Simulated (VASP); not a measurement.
# MnSi3 (Pm-3m) in VASP: single point with PBE

Aim: the single point of MnSi3 with PBE.

All numbers are computed with VASP 6.6.1; they aren't measurements. Logs are shortened: lines on timing, memory, paths and dates and some standing lists are left out, and cuts for length are marked.

## (1) The cell of the first run

The structure is cubic, space group Pm-3m (No. 221). Conventional cell: a = 3.785 Å, b = 3.785 Å, c = 3.785 Å, α = 90.00°, β = 90.00°, γ = 90.00°. Mn (site symmetry m-3m) has 12 Si at 2.68 Å within 3.5 Å. Si (site symmetry 4/mmm) has 4 Mn at 2.68 Å and 8 Si at 2.68 Å within 3.5 Å.

## (2) Single point, PBE, collinear spin, ferromagnetic start

INCAR

```
SYSTEM = MnSi3
PREC = Accurate
ENCUT = 500
EDIFF = 1E-6
ISMEAR = 0
SIGMA = 0.1
LREAL = .FALSE.
LASPH = .TRUE.
NELM = 200
ALGO = Normal
ISIF = 2
LWAVE = .FALSE.
LCHARG = .FALSE.
ISPIN = 2
MAGMOM = 3.5 0 0 0
LORBIT = 11
LMAXMIX = 4
GGA = PE
NBANDS = 24
GGA_COMPAT = .FALSE.
```

KPOINTS

```
regular mesh
0
G
  12 12 12
  0 0 0
```

POSCAR

```
MnSi3
1.0
    3.7847095552      0.0000000000      0.0000000000
    0.0000000000      3.7847095552      0.0000000000
    0.0000000000      0.0000000000      3.7847095552
Mn Si
1 3
Direct
    0.0000000000      0.0000000000      0.0000000000
    0.0000000000      0.5000000000      0.5000000000
    0.5000000000      0.0000000000      0.5000000000
    0.5000000000      0.5000000000      0.0000000000
```

Potentials or basis: VASP PAW PBE potentials, release 64 (Mn_pv, Si).

On the command line:

```bash
> cat potpaw_PBE.64/Mn_pv/POTCAR potpaw_PBE.64/Si/POTCAR > POTCAR
> mpirun -np 1 vasp_std > vasp.out
```

OUTCAR:

```text
SYSTEM = MnSi3
   PREC = Accurate
   ENCUT = 500
   EDIFF = 1E-6
   ISMEAR = 0
   LREAL = .FALSE.
   LASPH = .TRUE.
   NELM = 200
   ISIF = 2
   ISPIN = 2
   LORBIT = 11
   GGA = PE

 ion  position               nearest neighbor table
   1  0.000  0.000  0.000-   2 2.68   3 2.68   4 2.68   2 2.68   3 2.68   2 2.68   4 2.68   2 2.68
                             3 2.68   4 2.68   3 2.68   4 2.68
   2  0.000  0.500  0.500-   1 2.68   3 2.68   4 2.68   1 2.68   4 2.68   1 2.68   3 2.68   1 2.68
                             3 2.68   4 2.68   4 2.68   3 2.68
   3  0.500  0.000  0.500-   1 2.68   2 2.68   4 2.68   1 2.68   4 2.68   2 2.68   4 2.68   4 2.68
                             1 2.68   2 2.68   1 2.68   2 2.68
   4  0.500  0.500  0.000-   1 2.68   2 2.68   3 2.68   2 2.68   3 2.68   1 2.68   3 2.68   3 2.68
                             1 2.68   2 2.68   2 2.68   1 2.68

  LATTYP: Found a simple cubic cell.
 ALAT       =     3.7847095552

  Lattice vectors:

 A1 = (   3.7847095552,   0.0000000000,   0.0000000000)
 A2 = (   0.0000000000,   3.7847095552,   0.0000000000)
 A3 = (   0.0000000000,   0.0000000000,   3.7847095552)

Analysis of symmetry for initial positions (statically):
=====================================================================
 Subroutine PRICEL returns:
 Original cell was already a primitive cell.

 Routine SETGRP: Setting up the symmetry group for a
 simple cubic supercell.

 Subroutine GETGRP returns: Found 48 space group operations
 (whereof 48 operations were pure point group operations)
 out of a pool of 48 trial point group operations.

The static configuration has the point symmetry O_h .

Analysis of symmetry for dynamics (positions and initial velocities):
=====================================================================
 Subroutine PRICEL returns:
 Original cell was already a primitive cell.

 Routine SETGRP: Setting up the symmetry group for a
 simple cubic supercell.

 Subroutine GETGRP returns: Found 48 space group operations
 (whereof 48 operations were pure point group operations)
 out of a pool of 48 trial point group operations.

The dynamic configuration has the point symmetry O_h .

Analysis of structural, dynamic, and magnetic symmetry:
=====================================================================
 Subroutine PRICEL returns:
 Original cell was already a primitive cell.

 Routine SETGRP: Setting up the symmetry group for a
 simple cubic supercell.

 Subroutine GETGRP returns: Found 48 space group operations
 (whereof 48 operations were pure point group operations)
 out of a pool of 48 trial point group operations.

The overall configuration has the point symmetry O_h .

 Subroutine INISYM returns: Found 48 space group operations
[... 132 lines left out ...]
 spin polarized calculation
 Gauss-broadening in eV      SIGMA  =   0.10
  energy-cutoff  :      500.00
  volume of cell :       54.21
 maximum number of plane-waves:      1406
 NGX is ok and might be reduce to    28
   NGX = 13   NGY = 13   NGZ = 13

 number of electron      25.0000030 magnetization       2.9494498

 Free energy of the ion-electron system (eV)
  ---------------------------------------------------
  ext. energy  EPLUGINS =         0.00000000
  ---------------------------------------------------
  free energy    TOTEN  =       -24.08990493 eV

  energy without entropy =      -24.07828910  energy(sigma->0) =      -24.08409701

 E-fermi :  10.5838     XC(G=0): -11.7277

 val. band max:       10.5802379109   @ k =   0.1667   0.1667   0.0833
 cond. band min:      10.5889567232   @ k =   0.2500   0.0833   0.0833
 fundamental gap:      0.0087188124
 Fermi energy:        10.5837889597

 spin component 1

 k-point     1 :       0.0000    0.0000    0.0000
  band No.  band energies     occupation
      1     -39.0544      1.00000
      2     -39.0544      1.00000
      3     -39.0544      1.00000
      4      -3.5363      1.00000
      5       5.0091      1.00000
      6       5.0091      1.00000
[... 637 lines left out ...]
     23      18.3418      0.00000
     24      21.7200      0.00000

 [... further k-points ...]

 spin component 2

 k-point     1 :       0.0000    0.0000    0.0000
  band No.  band energies     occupation
      1     -35.9908      1.00000
      2     -35.9908      1.00000
      3     -35.9908      1.00000
      4      -3.4944      1.00000
      5       5.5132      1.00000
      6       5.5132      1.00000
[... 637 lines left out ...]
     23      18.7802      0.00000
     24      21.8059      0.00000

 [... further k-points ...]

------------------------ aborting loop because EDIFF is reached ----------------------------------------

  FORCE on cell =-STRESS in cart. coord.  units (eV):
  Direction    XX          YY          ZZ          XY          YZ          ZX
  --------------------------------------------------------------------------------------
  -------------------------------------------------------------------------------------
  Total       -0.0171232     -0.0171232     -0.0171232     -0.0000000      0.0000000      0.0000000
  in kB       -0.5060540     -0.5060540     -0.5060540     -0.0000000      0.0000000      0.0000000
  external PRESSURE =      -0.5060540 kB  Pullay stress =       0.0000000 kB

 VOLUME and BASIS-vectors are now :
 -----------------------------------------------------------------------------
  energy-cutoff  :      500.00
  volume of cell :       54.21
      direct lattice vectors                 reciprocal lattice vectors
     3.784709555  0.000000000  0.000000000     0.264221068  0.000000000  0.000000000
     0.000000000  3.784709555  0.000000000     0.000000000  0.264221068  0.000000000
     0.000000000  0.000000000  3.784709555     0.000000000  0.000000000  0.264221068

 POSITION                                       TOTAL-FORCE (eV/Angst)
 -----------------------------------------------------------------------------------
      0.00000      0.00000      0.00000         0.000000      0.000000      0.000000
      0.00000      1.89235      1.89235         0.000000      0.000000      0.000000
      1.89235      0.00000      1.89235         0.000000      0.000000      0.000000
      1.89235      1.89235      0.00000         0.000000      0.000000      0.000000
 -----------------------------------------------------------------------------------
    total drift:                               -0.000000     -0.000000     -0.000000

  FREE ENERGIE OF THE ION-ELECTRON SYSTEM (eV)
  ---------------------------------------------------
  free  energy   TOTEN  =       -24.0899049295 eV

  energy  without entropy=      -24.0782890986  energy(sigma->0) =      -24.08409701

 total charge

# of ion       s       p       d       tot
------------------------------------------
    1        0.301   6.236   5.153  11.690
    2        0.803   0.764   0.000   1.568
    3        0.803   0.764   0.000   1.568
    4        0.803   0.764   0.000   1.568
--------------------------------------------------
tot          2.711   8.529   5.153  16.392

 magnetization (x)

# of ion       s       p       d       tot
------------------------------------------
    1        0.039   0.038   2.852   2.929
    2        0.022  -0.033   0.000  -0.011
    3        0.022  -0.033   0.000  -0.011
    4        0.022  -0.033   0.000  -0.011
--------------------------------------------------
tot          0.106  -0.062   2.852   2.896
```

OSZICAR:

```text
N       E                     dE             d eps       ncg     rms          rms(c)
DAV:   1     0.151267249295E+03    0.15127E+03   -0.11920E+04  8216   0.976E+02
DAV:   2    -0.196659683677E+02   -0.17093E+03   -0.16316E+03  8672   0.270E+02
DAV:   3    -0.263452113662E+02   -0.66792E+01   -0.65460E+01 10232   0.548E+01
DAV:   4    -0.264345343365E+02   -0.89323E-01   -0.89270E-01  9248   0.644E+00
DAV:   5    -0.264360514657E+02   -0.15171E-02   -0.15171E-02 10320   0.881E-01    0.184E+01
DAV:   6    -0.396394347866E+02   -0.13203E+02   -0.11506E+02  8600   0.690E+01    0.463E+01
DAV:   7    -0.237728169664E+02    0.15867E+02   -0.53337E+01  8808   0.677E+01    0.588E+00
DAV:   8    -0.240075780858E+02   -0.23476E+00   -0.15900E+00  9056   0.683E+00    0.304E+00
DAV:   9    -0.240649555193E+02   -0.57377E-01   -0.24427E-01  9936   0.291E+00    0.223E+00
DAV:  10    -0.240854684516E+02   -0.20513E-01   -0.34732E-02 10312   0.108E+00    0.108E+00
DAV:  11    -0.240888133473E+02   -0.33449E-02   -0.38360E-02  9496   0.119E+00    0.571E-01
DAV:  12    -0.240897674249E+02   -0.95408E-03   -0.66251E-03  9600   0.516E-01    0.214E-01
DAV:  13    -0.240898440907E+02   -0.76666E-04   -0.13025E-04  9696   0.849E-02    0.139E-01
DAV:  14    -0.240898881645E+02   -0.44074E-04   -0.83318E-05  9680   0.625E-02    0.736E-02
DAV:  15    -0.240899044718E+02   -0.16307E-04   -0.63732E-05 10040   0.545E-02    0.103E-02
DAV:  16    -0.240899049295E+02   -0.45770E-06   -0.32648E-06  7984   0.133E-02
   1 F= -.24089905E+02 E0= -.24084097E+02  d E =-.116158E-01  mag=     2.9498
```

stdout:

```text
POSCAR found type information on POSCAR MnSi
 POSCAR found :  2 types and       4 ions
 scaLAPACK will be used
 LDA part: xc-table for (Slater+PW92), standard interpolation
 POSCAR, INCAR and KPOINTS ok, starting setup
 FFT: planning ... GRIDC
 FFT: planning ... GRID_SOFT
 FFT: planning ... GRID
 WAVECAR not read
 entering main loop
```

It took 3.1 min on 1 thread of Oxide Virtual Turin-like, shared host; peak memory 0.24 GiB.

What came out:

| Item | Value |
| --- | --- |
| Free energy | -24.0899 eV |
| Pressure | -0.1 GPa |
| Net moment | 2.95 μB per cell |
| Site moments | Mn +2.93; Si -0.01 μB |
| Valence electrons inside the program's atomic spheres | Mn 11.69; Si 1.57 |

Levels at points of the mesh, in eV from the Fermi level:
Spin up:
```tsv
k point	band 10	band 11	band 12	band 13	band 14	band 15	band 16	band 17	band 18	band 19
(0.00, 0.00, 0.00)	-2.60	-2.60	-2.60	-0.79	-0.26	-0.26	3.48	3.48	3.48	6.36
(0.50, 0.00, 0.00)	-2.42	-2.23	-1.38	-1.38	-0.54	-0.21	-0.21	2.04	2.33	6.58
(0.50, 0.50, 0.00)	-2.16	-2.15	-2.14	-1.00	1.25	1.39	1.39	2.17	2.17	3.52
(0.50, 0.50, 0.50)	-5.86	-2.11	-2.11	-1.76	-1.01	-1.01	-1.01	9.09	9.09	9.24
```
Spin down:
```
           k point  band 7  band 8  band 9  band 10  band 11  band 12  band 13  band 14  band 15  band 16
(0.00, 0.00, 0.00)   -4.62   -4.62   -4.62    -0.39    -0.34    -0.34    -0.34     1.87     1.87     3.37
(0.50, 0.00, 0.00)   -3.92   -3.07   -2.48    -1.31    -1.31    -0.45    -0.09     0.26     1.62     1.62
(0.50, 0.50, 0.00)   -7.06   -2.38   -2.38    -0.99    -0.67     0.31     0.58     1.39     1.39     2.35
(0.50, 0.50, 0.50)   -7.46   -5.82   -5.82    -5.82    -1.07     0.68     0.68     1.49     1.49     1.49
```
